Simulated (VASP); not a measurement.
Input of a VASP 6.6.1 run:

INCAR

```
PREC = Accurate
ENCUT = 520
EDIFF = 1E-7
ISMEAR = 0
SIGMA = 0.1
LREAL = Auto
LASPH = T
NELM = 80
ALGO = Normal
ISIF = 2
LWAVE = F
LCHARG = T
LDIPOL = T
IDIPOL = 3
DIPOL = 0.5 0.5 0.289
GGA = PE
LELF = T
LVHAR = T
LVACPOTAV = T
NBANDS = 40
```

The input KPOINTS:

```
Automatic mesh
0
Gamma
  5 4 1
```

Contents of POSCAR:

```
Al8H
1.0
    5.7135165837      0.0000000000      0.0000000000
    0.0000000000      8.0801326415      0.0000000000
    0.0000000000      0.0000000000     22.2432786975
Al H
16 2
Direct
    0.2500000000      0.2500000000      0.1798296040
    0.2500000000      0.7500000000      0.1798296040
    0.7500000000      0.2500000000      0.1798296040
    0.7500000000      0.7500000000      0.1798296040
    0.0000000000      0.0000000000      0.2440458181
    0.0000000000      0.5000000000      0.2440458181
    0.5000000000      0.0000000000      0.2440458181
    0.5000000000      0.5000000000      0.2440458181
    0.2500000000      0.2500000000      0.3102598702
    0.2500000000      0.7500000000      0.3102598702
    0.7500000000      0.2500000000      0.3102598702
    0.7500000000      0.7500000000      0.3102598702
    0.0000000000      0.0000000000      0.3705963860
    0.0000000000      0.5000000000      0.3705963860
    0.5000000000      0.0000000000      0.3705963860
    0.5000000000      0.5000000000      0.3705963860
    0.2500000000      0.2035898708      0.3908272164
    0.2500000000      0.2964101292      0.3908272164
```

Potentials or basis: VASP PAW PBE potentials, release 64 (Al, H).

The run is started by

```console
$ cat potpaw_PBE.64/Al/POTCAR potpaw_PBE.64/H/POTCAR > POTCAR
$ mpirun -np 1 vasp_std > vasp.out
```

(1) What does it give for the band gap on the k mesh?

(2) What does it give for the largest force?

Answers

(1) zero (bands 25 and 26 overlap by 0.44 eV).

(2) 2.803 eV/Å.
